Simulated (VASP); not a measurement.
A run of VASP 6.6.1:

Contents of INCAR:

```
PREC     = Accurate       # precision mode
ENCUT    = 520            # plane-wave cutoff, eV
EDIFF    = 1E-6           # SCF threshold, eV
ISMEAR   = -1             # smearing method
SIGMA    = 0.02           # smearing width, eV
LREAL    = F              # projectors in reciprocal space
LASPH    = T              # aspherical terms in the spheres
NELM     = 100            # most SCF steps
ALGO     = Normal         # electronic algorithm
ISIF     = 2              # what is computed and relaxed
LWAVE    = F              # write WAVECAR
LCHARG   = F              # write CHGCAR
GGA      = PE             # functional
NBANDS   = 17             # bands
```

Contents of KPOINTS:

```
regular mesh
0
Gamma
  10 10 10
```

Contents of POSCAR:

```
SnO
1.0
    0.0000000000      2.7385995465      2.7385995465
    2.7385995465      0.0000000000      2.7385995465
    2.7385995465      2.7385995465      0.0000000000
Sn O
1 1
Direct
    0.0000000000      0.0000000000      0.0000000000
    0.2500000000      0.2500000000      0.2500000000
```

Potentials or basis: VASP PAW PBE potentials, release 64 (Sn_d, O).

Run with:

```sh
$ cat potpaw_PBE.64/Sn_d/POTCAR potpaw_PBE.64/O/POTCAR > POTCAR
$ mpirun -np 1 vasp_std > vasp.out
```

Hardware: 1 thread of Intel(R) Xeon(R) Platinum 8559C (Emerald Rapids), on a shared host.

Question: Estimate the wall time of this run.

Answer: It took 20 s on 1 thread of Intel(R) Xeon(R) Platinum 8559C (Emerald Rapids), with other jobs on the host, peak memory 0.18 GiB. Counts: scf iterations 14, k points 47.
